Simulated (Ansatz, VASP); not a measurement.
## SnSe2 in VASP and in Ansatz

```xyz
3
Lattice="3.6967 0.0000 0.0000 -1.8483 3.2014 0.0000 0.0000 0.0000 6.2291" Properties=species:S:1:pos:R:3 pbc="T T T"
Sn    0.0000    0.0000    0.0000
Se    0.0000    2.1343    1.5573
Se    1.8483    1.0671    4.6718
```

Change from the starting cell: strain -0.030 along x and y, +0.015 along z, atoms carried along.

Alike in both runs: task single point; functional PBE; k mesh 12 × 12 × 6; occupations gaussian, width 0.05 eV; no spin polarisation.

|  | VASP | Ansatz |
| --- | --- | --- |
| version | VASP 6.6.1 | Ansatz 0.2.0 |
| potentials or method | VASP PAW PBE potentials, release 64 (Sn_d, Se), cutoff 520 eV | scalar-relativistic, plane waves, PAW |
| valence electrons in the cell | 26 | 46 |

```csv
,VASP,Ansatz,Ansatz less VASP
gap on the k mesh at the Fermi level (eV),0.71,0.71,+0.004
least direct gap on the mesh (eV),1.31,1.31,+0.004
pressure (GPa),9.6,9.5,-0.11
"traceless stress, the component that is largest in VASP (GPa)",-1.10,-1.12,-0.016
rms of the force components (eV/Å),0.461,0.451,-0.0098
```

Atom by atom the forces differ by 0.010 eV/Å (rms over components). VASP's potentials hold 26 valence electrons a cell and Ansatz's 46, so a difference there can come from the potentials and not from the codes.
